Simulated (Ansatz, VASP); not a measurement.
# Two plane-wave programs on Sn

```
Sn
1.0
    -1.75441    1.74584    2.16749
     1.75441   -1.74584    2.16749
     1.75441    1.74584   -2.16749
Sn
1
Cartesian
  0.0000 0.0000 0.0000
```

Change from the starting cell: strain -0.0050 x Voigt [0, 1, 0, 0, 0, 0], atoms carried along.

Alike in both runs: task single point; functional PBE; dispersion D3(BJ); k mesh 24 × 24 × 24; occupations gaussian, width 0.15 eV; no spin polarisation.

|  | VASP | Ansatz |
| --- | --- | --- |
| version | VASP 6.6.1 | Ansatz 0.2.0 |
| potentials or method | VASP PAW PBE potentials, release 64 (Sn_d), cutoff 520 eV | scalar-relativistic, plane waves, PAW |
| valence electrons in the cell | 14 | 14 |

Ansatz gave:

- gap on the k mesh at the Fermi level (eV): none
- pressure (GPa): 0.3

Task: Estimate VASP's values.

Result: gap on the k mesh at the Fermi level (eV): none; pressure (GPa): 0.2.

A gap of «none» marks a metal or a gap that the smearing closes.
